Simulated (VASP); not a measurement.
Write the native input for VASP 6.6.1 that does the following.

| Item | Value |
| --- | --- |
| Task | single point |
| Functional | PBE |
| Potentials or basis | VASP PAW PBE potentials, release 64 (Sc_sv, Ta_pv) |
| Cutoff | 520 eV |
| k mesh | 8 × 8 × 8 |
| Occupations | gaussian, width 0.1 eV |
| Spin | no spin polarisation |
| Dipole correction | no |
| Further INCAR settings | ALGO = Fast; EDIFF = 1e-06; NBANDS = 36 |

The structure of Sc4Ta lies in POSCAR:

```
Sc4Ta
1.0
   -3.2496375266      3.2496375266      3.2496375266
    3.2496375266     -3.2496375266      3.2496375266
    3.2496375266      3.2496375266     -3.2496375266
Sc Ta
4 1
Direct
    0.0000000000      0.0000000000      0.5000000000
    0.0000000000      0.5000000000      0.0000000000
    0.5000000000      0.0000000000      0.0000000000
    0.5000000000      0.5000000000      0.5000000000
    0.0000000000      0.0000000000      0.0000000000
```

These files were run (other wordings do the same):

INCAR

```
SYSTEM = Sc4Ta
PREC = Accurate
ENCUT = 520
EDIFF = 1E-6
ISMEAR = 0
SIGMA = 0.1
LREAL = .FALSE.
LASPH = .TRUE.
NELM = 80
ALGO = Fast
ISIF = 2
LWAVE = .FALSE.
LCHARG = .FALSE.
GGA = PE
NBANDS = 36
```

KPOINTS

```
regular mesh
0
G
  8 8 8
  0 0 0
```

Potentials or basis: VASP PAW PBE potentials, release 64 (Sc_sv, Ta_pv).

Launch:

```bash
$ cat potpaw_PBE.64/Sc_sv/POTCAR potpaw_PBE.64/Ta_pv/POTCAR > POTCAR
$ mpirun -np 1 vasp_std > vasp.out
```

It gave:

```
Pressure : 0.0 GPa
```

Wall time 4.8 min on 1 thread of Intel(R) Xeon(R) Platinum 8375C CPU @ 2.90GHz (Ice Lake) (shared host), peak memory 0.33 GiB.
